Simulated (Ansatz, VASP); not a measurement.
# One calculation of BAs, two programs

```xyz
2
Lattice="3.3721 0.0000 0.0000 -1.6860 2.9203 0.0000 0.0000 0.0000 23.8000" Properties=species:S:1:pos:R:3 pbc="T T T"
B     0.0000    1.9469    7.0000
As    1.6860    0.9734    7.0000
```

Alike in both runs: functional PBE; dispersion D4; k mesh 12 × 12 × 1; occupations gaussian, width 0.03 eV; no spin polarisation.

Ansatz relaxed the structure, and its values are those at the end. VASP's run is a single point on that final structure, the one shown.

```csv
,VASP,Ansatz
version,VASP 6.6.1,Ansatz 0.2.0
potentials or method,"VASP PAW PBE potentials, release 64 (B, As), cutoff 420 eV","scalar-relativistic, plane waves, PAW"
valence electrons in the cell,8,18
```

Ansatz gave:

- gap on the k mesh at the Fermi level (eV): 0.75
- least direct gap on the mesh (eV): 0.75

Problem. Which values does VASP return?

Solution. gap on the k mesh at the Fermi level (eV): 0.74; least direct gap on the mesh (eV): 0.74.

VASP's potentials hold 8 valence electrons a cell and Ansatz's 18, so a difference there can come from the potentials and not from the codes. Ansatz's warnings: slab cell height set, structure snapped to symmetry.
